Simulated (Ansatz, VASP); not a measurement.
**One calculation of Rb, two programs**

Contents of INCAR:

```
ALGO = Normal
EDIFF = 1E-8
ENCUT = 520
GGA = PE
ISIF = 2
ISMEAR = -1
LASPH = T
LCHARG = F
LEFG = T
LREAL = F
LWAVE = F
NBANDS = 16
NELM = 60
PREC = Accurate
SIGMA = 0.03
```

The input KPOINTS:

```
k-points
0
Gamma
  11 11 6
```

Contents of POSCAR:

```
Rb
1.0
    5.0344639581      0.0000000000      0.0000000000
   -2.5172319790      4.3599736822      0.0000000000
    0.0000000000      0.0000000000      8.3367950819
Rb
2
Direct
    0.3333333333      0.6666666667      0.2500000000
    0.6666666667      0.3333333333      0.7500000000
```

Input for Ansatz:

```yaml
crystal:
  lattice:
    - [5.0344639581, 0.0, 0.0]
    - [-2.517231979, 4.3599736822, 0.0]
    - [0.0, 0.0, 8.3367950819]
  atoms:
    - { symbol: Rb, position: [0.3333333333, 0.6666666667, 0.25] }
    - { symbol: Rb, position: [0.6666666667, 0.3333333333, 0.75] }
kpoints:
  mp_grid: { grid: [11, 11, 6] }
  band_path:
    path:
      - [0.0, 0.0, 0.0]
      - [0.5, 0.0, 0.0]
      - [0.3333333333, 0.3333333333, 0.0]
      - [0.0, 0.0, 0.0]
      - [0.0, 0.0, 0.5]
      - [0.5, 0.0, 0.5]
      - [0.3333333333, 0.3333333333, 0.5]
      - [0.0, 0.0, 0.5]
      - [0.5, 0.0, 0.5]
    npoints: 14
scf:
  occupations: { method: fermi_dirac, width: 0.03 }
hamiltonian:
  xc: pbe
  pseudopotentials: { kind: paw }
output:
  forces: true
  stress: true
  eigenvalues: true
  efg: { contact_densities: true }
  populations: true
  bader: true
  dos: { projected: true, de: 0.2, e_range: [-14, 8] }
  write_density: true
  write_potential: true
  elf: true
  volumetric_format: npy
```

Alike in both runs: task electric field gradients; functional PBE; k mesh 11 × 11 × 6; occupations fermi-dirac, width 0.03 eV; no spin polarisation.

|  | VASP | Ansatz |
| --- | --- | --- |
| version | VASP 6.6.1 | Ansatz 0.2.0 |
| potentials or method | VASP PAW PBE potentials, release 64 (Rb_sv) | PAW with Ansatz's default frozen-core files, scalar-relativistic |
| plane-wave cutoff (eV) | 520 | 420 |
| valence electrons in the cell | 18 | 18 |

|  | VASP | Ansatz | Ansatz less VASP |
| --- | --- | --- | --- |
| pressure (GPa) | 0.0 | 0.0 | 0.00 |
| size of Vzz on the site where it differs most (V/Å²) | 1.4 | 1.6 | +0.11 |

With one functional, cell and mesh, what is left measures potentials, basis and numerics.
